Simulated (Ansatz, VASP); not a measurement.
## One calculation of Ta4C3, two programs

```xyz
7
Lattice="4.5116 0.0000 0.0000 0.0000 4.5116 0.0000 0.0000 0.0000 4.5116" Properties=species:S:1:pos:R:3 pbc="T T T"
Ta    0.0000    2.2558    2.2558
Ta    2.2558    0.0000    2.2558
Ta    2.2558    2.2558    0.0000
Ta    0.0000    0.0000    0.0000
C     2.2558    0.0000    0.0000
C     0.0000    2.2558    0.0000
C     0.0000    0.0000    2.2558
```

Alike in both runs: task single point; functional r2SCAN; k mesh 8 × 8 × 8; occupations gaussian, width 0.1 eV; no spin polarisation.

|  | VASP | Ansatz |
| --- | --- | --- |
| version | VASP 6.6.1 | Ansatz 0.2.0 |
| potentials or method | VASP PAW PBE potentials, release 64 (Ta_pv, C), cutoff 520 eV | scalar-relativistic, plane waves, PAW |
| valence electrons in the cell | 56 | 64 |

Ansatz gave:

| Quantity | Value |
| --- | --- |
| gap on the k mesh at the Fermi level (eV) | none |
| pressure (GPa) | -15.9 |

What did VASP give for the same quantities?

gap on the k mesh at the Fermi level (eV): none; pressure (GPa): -15.0.

VASP's potentials were made for PBE, not for r2SCAN. A gap of «none» marks a metal or a gap that the smearing closes. VASP's potentials hold 56 valence electrons a cell and Ansatz's 64, so a difference there can come from the potentials and not from the codes.

Spin-orbit coupling is off throughout.
